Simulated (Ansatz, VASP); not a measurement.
Two plane-wave programs on Se

Contents of INCAR:

```
SYSTEM = Se
ALGO     = Normal         ! electronic algorithm
EDIFF    = 1E-6           ! SCF threshold, eV
ENCUT    = 520            ! plane-wave cutoff, eV
GGA      = PE             ! functional
ISIF     = 2              ! what is computed and relaxed
ISMEAR   = 0              ! smearing method
ISPIN    = 2              ! spin polarisation
ISYM     = 0            
IVDW     = 12             ! dispersion correction
LASPH    = .TRUE.         ! aspherical terms in the spheres
LCHARG   = .FALSE.        ! write CHGCAR
LORBIT   = 11             ! projections on sites
LREAL    = .FALSE.        ! projectors in reciprocal space
LWAVE    = .FALSE.        ! write WAVECAR
MAGMOM   = 2              ! initial moments
NBANDS   = 13             ! bands
NELM     = 150            ! most SCF steps
PREC     = Accurate       ! precision mode
SIGMA    = 0.005          ! smearing width, eV
```

File KPOINTS:

```
k-points
0
G
  1 1 1
  0 0 0
```

File POSCAR:

```
Se
1.0
   15.0000000000      0.0000000000      0.0000000000
    0.0000000000     15.5000000000      0.0000000000
    0.0000000000      0.0000000000     16.0000000000
Se
1
Direct
    0.5000000000      0.5000000000      0.5000000000
```

Input for Ansatz:

```yaml
crystal:
  lattice:
    - [15.0, 0.0, 0.0]
    - [0.0, 15.5, 0.0]
    - [0.0, 0.0, 16.0]
  atoms:
    - { symbol: Se, position: [0.5, 0.5, 0.5], spin: 2.0 }
  symmetry: { detect: false }
basis:
  ecutwfc: 420
kpoints:
  mp_grid: { grid: [1, 1, 1] }
hamiltonian:
  xc: pbe
  dispersion: d3bj
scf:
  occupations: { method: gaussian, width: 0.005 }
output:
  forces: true
  eigenvalues: true
  populations: true
magnetization:
  spin_polarized: true
```

Alike in both runs: task single point; functional PBE; dispersion D3(BJ); k mesh 1 × 1 × 1; occupations gaussian, width 0.005 eV; collinear spin.

|  | VASP | Ansatz |
| --- | --- | --- |
| version | VASP 6.6.1 | Ansatz 0.2.0 |
| potentials or method | VASP PAW PBE potentials, release 64 (Se), cutoff 520 eV | scalar-relativistic, plane waves, PAW |
| valence electrons in the cell | 6 | 16 |

|  | VASP | Ansatz | Ansatz less VASP |
| --- | --- | --- | --- |
| gap on the k mesh at the Fermi level (eV) | 0.26 | 0.33 | +0.075 |
| net moment per atom (μB) | 2.00 | 2.00 | 0.000 |
| size of the moment on the site where the two differ most (μB) | 1.11 | 2.00 | +0.894 |

Site moments also hang on the region over which each program counts them. VASP's potentials hold 6 valence electrons a cell and Ansatz's 16, so a difference there can come from the potentials and not from the codes. Ansatz's warnings: magnetization residual over threshold, negative dielectric reading.
